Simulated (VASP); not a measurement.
A run of VASP 6.6.1:

File INCAR:

```
SYSTEM = Na
PREC = Accurate ; ENCUT = 520
EDIFF = 1E-6 ; ISMEAR = 1
SIGMA = 0.1 ; LREAL = .False.
LASPH = .True. ; NELM = 100
ALGO = Normal ; ISIF = 2
LWAVE = .False. ; LCHARG = .False.
GGA = PS ; NBANDS = 10
```

Contents of KPOINTS:

```
regular mesh
0
Gamma
  12 12 12
  0 0 0
```

File POSCAR:

```
Na
1.0
    2.8108872802      0.0000000000      0.0000000000
    0.0000000000      2.8108872802      0.0000000000
    0.0000000000      0.0000000000      2.8108872802
Na
1
Direct
    0.0000000000      0.0000000000      0.0000000000
```

Potentials or basis: VASP PAW PBE potentials, release 64 (Na_pv).

Command:

```console
$ cat potpaw_PBE.64/Na_pv/POTCAR > POTCAR
$ mpirun -np 1 vasp_std > vasp.out
```

Hardware: 1 thread of Intel(R) Xeon(R) 6975P-C (Granite Rapids), with other jobs on the host.

Estimate the wall time of this run.

Wall time 4.7 s on 1 thread of Intel(R) Xeon(R) 6975P-C (Granite Rapids), with other jobs on the host, peak memory 0.14 GiB. Counts: scf iterations 9, k points 84.
